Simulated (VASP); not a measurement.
# Os in VASP: single point with PBE+D3(BJ)

Aim: the single point of Os with PBE+D3(BJ).

Everything below comes from runs of VASP 6.6.1. Logs are shortened: lines on timing, memory, paths and dates and some standing lists are left out, and cuts for length are marked.

### 1 The cell of the first run

The cell holds a slab with vacuum, 16 atoms: a = 5.470 Å, b = 5.470 Å, c = 22.490 Å, α = 90.00°, β = 90.00°, γ = 120.00°.

### 2 Single point, PBE+D3(BJ)

Input file INCAR:

```
ALGO = Normal
DIPOL = 0.5 0.5 0.500
EDIFF = 1E-6
ENCUT = 520
GGA = PE
IDIPOL = 3
ISIF = 2
ISMEAR = 0
IVDW = 12
LASPH = T
LCHARG = F
LDIPOL = T
LREAL = Auto
LWAVE = F
NBANDS = 78
NELM = 80
PREC = Accurate
SIGMA = 0.1
```

Input file KPOINTS:

```
k-points
0
Gamma
  4 4 1
```

Input file POSCAR:

```
Os
1.0
    5.4699229141      0.0000000000      0.0000000000
   -2.7349614570      4.7370922003      0.0000000000
    0.0000000000      0.0000000000     22.4902484423
Os
16
Direct
    0.3333333333      0.1666666667      0.3557097211
    0.3333333333      0.6666666667      0.3557097211
    0.8333333333      0.1666666667      0.3557097211
    0.8333333333      0.6666666667      0.3557097211
    0.1666666667      0.3333333333      0.4519032404
    0.1666666667      0.8333333333      0.4519032404
    0.6666666667      0.3333333333      0.4519032404
    0.6666666667      0.8333333333      0.4519032404
    0.3333333333      0.1666666667      0.5487933321
    0.3333333333      0.6666666667      0.5487933321
    0.8333333333      0.1666666667      0.5487933321
    0.8333333333      0.6666666667      0.5487933321
    0.1666666667      0.3333333333      0.6422774745
    0.1666666667      0.8333333333      0.6422774745
    0.6666666667      0.3333333333      0.6422774745
    0.6666666667      0.8333333333      0.6422774745
```

Potentials or basis: VASP PAW PBE potentials, release 64 (Os).

The run is started by

```bash
cat potpaw_PBE.64/Os/POTCAR > POTCAR
mpirun -np 1 vasp_std > vasp.out
```

OUTCAR:

```text
EDIFF = 1E-6
   ENCUT = 520
   GGA = PE
   ISIF = 2
   ISMEAR = 0
   IVDW = 12
   LASPH = T
   LREAL = Auto
   NELM = 80
   PREC = Accurate
 IVDW          = 12

 ion  position               nearest neighbor table
   1  0.333  0.167  0.356-   5 2.68   6 2.68   7 2.68   2 2.73   2 2.73   4 2.73   4 2.73   3 2.73
                             3 2.73
   2  0.333  0.667  0.356-   6 2.68   5 2.68   8 2.68   1 2.73   1 2.73   3 2.73   3 2.73   4 2.73
                             4 2.73
   3  0.833  0.167  0.356-   7 2.68   8 2.68   5 2.68   4 2.73   4 2.73   2 2.73   2 2.73   1 2.73
                             1 2.73
   4  0.833  0.667  0.356-   8 2.68   7 2.68   6 2.68   3 2.73   3 2.73   1 2.73   1 2.73   2 2.73
                             2 2.73
   5  0.167  0.333  0.452-   1 2.68   2 2.68   3 2.68   9 2.69  10 2.69  11 2.69   6 2.73   6 2.73
                             8 2.73   8 2.73   7 2.73   7 2.73
   6  0.167  0.833  0.452-   2 2.68   1 2.68   4 2.68  10 2.69   9 2.69  12 2.69   5 2.73   5 2.73
                             7 2.73   7 2.73   8 2.73   8 2.73
   7  0.667  0.333  0.452-   3 2.68   4 2.68   1 2.68  11 2.69  12 2.69   9 2.69   8 2.73   8 2.73
                             6 2.73   6 2.73   5 2.73   5 2.73
   8  0.667  0.833  0.452-   4 2.68   3 2.68   2 2.68  12 2.69  11 2.69  10 2.69   7 2.73   7 2.73
                             5 2.73   5 2.73   6 2.73   6 2.73
   9  0.333  0.167  0.549-  13 2.63  14 2.63  15 2.63   5 2.69   6 2.69   7 2.69  10 2.73  10 2.73
                            12 2.73  12 2.73  11 2.73  11 2.73
  10  0.333  0.667  0.549-  14 2.63  13 2.63  16 2.63   6 2.69   5 2.69   8 2.69   9 2.73   9 2.73
                            11 2.73  11 2.73  12 2.73  12 2.73
  11  0.833  0.167  0.549-  15 2.63  16 2.63  13 2.63   7 2.69   8 2.69   5 2.69  12 2.73  12 2.73
                            10 2.73  10 2.73   9 2.73   9 2.73
[... 15 lines left out ...]
  Lattice vectors:

 A1 = (   5.4699229141,   0.0000000000,   0.0000000000)
 A2 = (  -2.7349614570,   4.7370922003,   0.0000000000)
 A3 = (   0.0000000000,   0.0000000000,  22.4902484423)

Analysis of symmetry for initial positions (statically):
=====================================================================
 Subroutine PRICEL returns following result:

  LATTYP: Found a hexagonal cell.
 ALAT       =     2.7349614570
 C/A-ratio  =     8.2232414590

  Lattice vectors:

 A1 = (   2.7349614570,   0.0000000000,   0.0000000000)
 A2 = (  -1.3674807285,   2.3685461002,   0.0000000000)
 A3 = (   0.0000000000,   0.0000000000,  22.4902484423)

   4 primitive cells build up your supercell.

 Routine SETGRP: Setting up the symmetry group for a
 hexagonal supercell.

 Subroutine GETGRP returns: Found  6 space group operations
 (whereof  6 operations were pure point group operations)
 out of a pool of 24 trial point group operations.

The static configuration has the point symmetry C_3v.

Analysis of symmetry for dynamics (positions and initial velocities):
=====================================================================
 Subroutine PRICEL returns following result:

  LATTYP: Found a hexagonal cell.
 ALAT       =     2.7349614570
 C/A-ratio  =     8.2232414590

  Lattice vectors:

 A1 = (   2.7349614570,   0.0000000000,   0.0000000000)
 A2 = (  -1.3674807285,   2.3685461002,   0.0000000000)
 A3 = (   0.0000000000,   0.0000000000,  22.4902484423)

   4 primitive cells build up your supercell.

 Routine SETGRP: Setting up the symmetry group for a
 hexagonal supercell.

 Subroutine GETGRP returns: Found  6 space group operations
 (whereof  6 operations were pure point group operations)
 out of a pool of 24 trial point group operations.

The dynamic configuration has the point symmetry C_3v.

 Subroutine INISYM returns: Found  6 space group operations
 (whereof  6 operations are pure point group operations),
 and found     4 'primitive' translations

----------------------------------------------------------------------------------------

                                     Primitive cell

  volume of cell :     145.6892

  direct lattice vectors                    reciprocal lattice vectors
     2.734961457  0.000000000  0.000000000     0.365635866  0.211099965  0.000000000
    -1.367480728  2.368546100  0.000000000     0.000000000  0.422199931  0.000000000
     0.000000000  0.000000000 22.490248442     0.000000000  0.000000000  0.044463715

  length of vectors
     2.734961457  2.734961457 22.490248442     0.422199931  0.422199931  0.044463715

  position of ions in fractional coordinates (direct lattice)
     0.666666667  0.333333333  0.355709721
     0.333333333  0.666666667  0.451903240
     0.666666667  0.333333333  0.548793332
     0.333333333  0.666666667  0.642277474

  ion indices of the primitive-cell ions
   primitive index   ion index
                 1           1
                 2           5
                 3           9
                 4          13

----------------------------------------------------------------------------------------

 KPOINTS: k-points

Automatic generation of k-mesh.
 Grid dimensions read from file:
 generate k-points for:    4    4    1

 Generating k-lattice:

  Cartesian coordinates                     Fractional coordinates (reciprocal lattice)
     0.045704483  0.026387496  0.000000000     0.250000000 -0.000000000  0.000000000
     0.000000000  0.052774991  0.000000000     0.000000000  0.250000000  0.000000000
     0.000000000  0.000000000  0.044463715     0.000000000  0.000000000  1.000000000

  Length of vectors
     0.052774991  0.052774991  0.044463715

  Shift w.r.t. Gamma in fractional coordinates (k-lattice)
     0.000000000  0.000000000  0.000000000

 Subroutine IBZKPT returns following result:
 ===========================================

 Found      4 irreducible k-points:

 Following reciprocal coordinates:
            Coordinates               Weight
  0.000000  0.000000  0.000000      1.000000
  0.250000 -0.000000  0.000000      6.000000
  0.500000 -0.000000  0.000000      3.000000
  0.250000  0.250000  0.000000      6.000000
   k-points           NKPTS =      4   k-points in BZ     NKDIM =      4   number of bands    NBANDS=     78
   number of dos      NEDOS =    301   number of ions     NIONS =     16
   total plane-waves  NPLWV = 296352
   dimension x,y,z NGX =    42 NGY =   42 NGZ =  168
   dimension x,y,z NGXF=    84 NGYF=   84 NGZF=  336
   ions per type =              16
   NGX,Y,Z   is equivalent  to a cutoff of  12.76, 12.76, 12.42 a.u.
   NGXF,Y,Z  is equivalent  to a cutoff of  25.53, 25.53, 24.84 a.u.
 SYSTEM =  unknown system
   PREC   = accura    normal or accurate (medium, high low for compatibility)
   ISTART =      0    job   : 0-new  1-cont  2-samecut
   ICHARG =      2    charge: 1-file 2-atom 10-const
   ISPIN  =      1    spin polarized calculation?
   LNONCOLLINEAR =      F non collinear calculations
   LSORBIT =      F    spin-orbit coupling
   LASPH  =      T    aspherical Exc in radial PAW
   ENCUT  =  520.0 eV  38.22 Ry    6.18 a.u.  10.17 10.17 41.82*2*pi/ulx,y,z
   NELM   =     80;   NELMIN=  2; NELMDL= -5     # of ELM steps
   EDIFF  = 0.1E-05   stopping-criterion for ELM
   LREAL  =      T    real-space projection
   EDIFFG = 0.1E-04   stopping-criterion for IOM
   NSW    =      0    number of steps for IOM
   IBRION =     -1    ionic relax: 0-MD 1-quasi-New 2-CG
   NFREE  =      0    steps in history (QN), initial steepest desc. (CG)
   ISIF   =      2    stress and relaxation
   ISYM   =      2    0-nonsym 1-usesym 2-fastsym
   POTIM  = 0.5000    time-step for ionic-motion
   TEBEG  =    0.0;   TEEND  =   0.0 temperature during run
   PSTRESS=    0.0 pullay stress
   NELECT =     128.0000    total number of electrons
   NUPDOWN=      -1.0000    fix difference up-down
   EMIN   =  10.00;   EMAX   =-10.00  energy-range for DOS
   EFERMI =   0.00;   METHOD = LEGACY
   ISMEAR =     0;   SIGMA  =   0.10  broadening in eV -4-tet -1-fermi 0-gaus
   EFERMI_NEDOS =   21; number of points for ismear=-14 and -15
   IALGO  =     38    algorithm
   IMIX   =      4    mixing-type and parameters
     AMIX     =   0.40;   BMIX     =  1.00
     AMIX_MAG =   1.60;   BMIX_MAG =  1.00
  volume/ion in A,a.u.               =      36.42       245.79
  Fermi-wavevector in a.u.,A,eV,Ry     =   0.987755  1.866586 13.274648  0.975659
  Thomas-Fermi vector in A             =   2.119232
   LORBIT       =      0    0 simple, 1 ext, 2 COOP (PROOUT), +10 PAW based schemes
   GGA     = PE    functional components
   LHFCALC =     F    Hartree Fock is set to
   AEXX    =    0.0000 exact exchange contribution
   IVDW    =    12    specifies the selected vdW correction
   LEPSILON=     F    determine dielectric tensor
   LRPA    =     F    only Hartree local field effects (RPA)
 non-spin polarized calculation
 Gauss-broadening in eV      SIGMA  =   0.10
  energy-cutoff  :      520.00
  volume of cell :      582.76
 maximum number of plane-waves:     15713
 NGX is ok and might be reduce to    42
   NGX = 21   NGY = 21   NGZ = 83

 dipolmoment           0.000000      0.000000      0.014205 electrons x Angstroem

 number of electron     128.0000017 magnetization

 dipolmoment           0.000000      0.000000     -0.009314 electrons x Angstroem

 Free energy of the ion-electron system (eV)
  ---------------------------------------------------
  ext. energy  EPLUGINS =         0.00000000
  ---------------------------------------------------
  free energy    TOTEN  =      -170.28460177 eV

  energy without entropy =     -170.14400088  energy(sigma->0) =     -170.21430132

 E-fermi :   0.3399     XC(G=0):  -6.3364

 val. band max:        0.2997350415   @ k =   0.5000  -0.0000   0.0000
 cond. band min:       0.3491577224   @ k =   0.2500  -0.0000   0.0000
 fundamental gap:      0.0494226809
 Fermi energy:         0.3398671015

 k-point     1 :       0.0000    0.0000    0.0000
  band No.  band energies     occupation
      1     -10.0235      2.00000
      2      -8.4448      2.00000
      3      -7.2260      2.00000
      4      -7.0766      2.00000
      5      -7.0738      2.00000
      6      -7.0738      2.00000
[... 305 lines left out ...]
     75       1.5609      0.00000
     76       1.8349      0.00000
 [bands above 76 left out]

------------------------ aborting loop because EDIFF is reached ----------------------------------------

 vacuum level on the upper side and lower side of the slab       (xc-potential included)        -0.144        -0.078

 Edisp (eV)   -7.49968

 E8    (eV) :    -3.8203

  FORCE on cell =-STRESS in cart. coord.  units (eV):
  Direction    XX          YY          ZZ          XY          YZ          ZX
  --------------------------------------------------------------------------------------
  -------------------------------------------------------------------------------------
  Total     -19.27593   -19.27593    -6.87990    -0.00000    -0.00000    -0.00000
  in kB     -52.99547   -52.99547   -18.91497    -0.00000    -0.00000    -0.00000
  external pressure =      -41.64 kB  Pullay stress =        0.00 kB

 VOLUME and BASIS-vectors are now :
 -----------------------------------------------------------------------------
  energy-cutoff  :      520.00
  volume of cell :      582.76
      direct lattice vectors                 reciprocal lattice vectors
     5.469922914  0.000000000  0.000000000     0.182817933  0.105549983  0.000000000
    -2.734961457  4.737092200  0.000000000     0.000000000  0.211099965  0.000000000
     0.000000000  0.000000000 22.490248442     0.000000000  0.000000000  0.044463715

 POSITION                                       TOTAL-FORCE (eV/Angst)
 -----------------------------------------------------------------------------------
      1.36748      0.78952      8.00000        -0.000000      0.000000      0.720443
     -0.00000      3.15806      8.00000         0.000000     -0.000000      0.720443
      4.10244      0.78952      8.00000        -0.000000      0.000000      0.720443
      2.73496      3.15806      8.00000         0.000000     -0.000000      0.720443
      0.00000      1.57903     10.16342        -0.000000      0.000000     -0.708831
     -1.36748      3.94758     10.16342        -0.000000      0.000000     -0.708831
[... 8 lines left out ...]
      2.73496      1.57903     14.44498         0.000000     -0.000000     -0.022069
      1.36748      3.94758     14.44498         0.000000     -0.000000     -0.022069
 -----------------------------------------------------------------------------------
    total drift:                               -0.000000     -0.000000      0.045678

  FREE ENERGIE OF THE ION-ELECTRON SYSTEM (eV)
  ---------------------------------------------------
  free  energy   TOTEN  =      -177.7842850775 eV

  energy  without entropy=     -177.6436841898  energy(sigma->0) =     -177.71398463

 vacuum level on the upper side and lower side of the slab         5.610         5.677
```

It took 11 min on 1 thread of Intel Xeon Platinum 8259CL at 2.50GHz (Skylake/Cascade Lake), shared host; peak memory 0.63 GiB.

Results:

| Quantity | Value |
| --- | --- |
| Free energy | -177.7843 eV |
| Largest force | 0.720 eV/Å |
| Band gap on the k mesh | zero (bands 64 and 65 overlap by 1.54 eV) |
| Dispersion energy per atom | -0.469 eV |

Forces on the atoms (eV/Å):
```
Os   0.000  0.000  0.720
Os   0.000  0.000  0.720
Os   0.000  0.000  0.720
Os   0.000  0.000  0.720
Os   0.000  0.000 -0.709
Os   0.000  0.000 -0.709
Os   0.000  0.000 -0.709
Os   0.000  0.000 -0.709
Os   0.000  0.000  0.010
Os   0.000  0.000  0.010
Os   0.000  0.000  0.010
Os   0.000  0.000  0.010
Os   0.000  0.000 -0.022
Os   0.000  0.000 -0.022
Os   0.000  0.000 -0.022
Os   0.000  0.000 -0.022
```

Caveat: spin-orbit coupling is left out, which moves the levels of the heavy elements.

The gap in the log of VASP goes by the Fermi energy; the results here count the filled bands.